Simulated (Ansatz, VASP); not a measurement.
**One calculation of TiC, two programs**

```
Ti C
1.0
     0.00000    2.16400    2.13154
     2.16400    0.00000    2.13154
     2.16400    2.16400    0.00000
Ti C
1 1
Direct
  0.00000 0.00000 0.00000
  0.50000 0.50000 0.50000
```

Change from the starting cell: strain +0.000 along x and y, -0.015 along z, atoms carried along.

Alike in both runs: task single point; functional PBE; k mesh 18 × 18 × 18; occupations gaussian, width 0.15 eV; no spin polarisation.

|  | VASP | Ansatz |
| --- | --- | --- |
| version | VASP 6.6.1 | Ansatz 0.2.0 |
| potentials or method | VASP PAW PBE potentials, release 64 (Ti_sv, C), cutoff 520 eV | scalar-relativistic, plane waves, PAW |
| valence electrons in the cell | 16 | 16 |

Ansatz gave:

- gap on the k mesh at the Fermi level (eV): none
- pressure (GPa): 4.9
- traceless stress, the component that is largest in VASP (GPa): 4.37

Q: What did VASP give for the same quantities?

A: gap on the k mesh at the Fermi level (eV): none; pressure (GPa): 5.1; traceless stress, the component that is largest in VASP (GPa): 4.40.

A gap of «none» marks a metal or a gap that the smearing closes.
